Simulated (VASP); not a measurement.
Input of a VASP 6.6.1 run:

File INCAR:

```
PREC = Accurate
ENCUT = 520
EDIFF = 1E-7
ISMEAR = -1
SIGMA = 0.05
LREAL = False
LASPH = True
NELM = 60
ALGO = Normal
ISIF = 2
LWAVE = False
LCHARG = False
GGA = PE
NBANDS = 8
```

File KPOINTS:

```
regular mesh
0
Gamma
  13 13 13
```

The input POSCAR:

```
Li
1.0
   -1.7500000000      1.7500000000      1.7500000000
    1.7500000000     -1.7500000000      1.7500000000
    1.7500000000      1.7500000000     -1.7500000000
Li
1
Direct
    0.0000000000      0.0000000000      0.0000000000
```

Potentials or basis: VASP PAW PBE potentials, release 64 (Li_sv).

Run with:

```sh
$ cat potpaw_PBE.64/Li_sv/POTCAR > POTCAR
$ mpirun -np 1 vasp_std > vasp.out
```

Task: What does it give for the band gap on the k mesh?

Result: Zero (an odd number of electrons rules out a gap without spin polarisation).
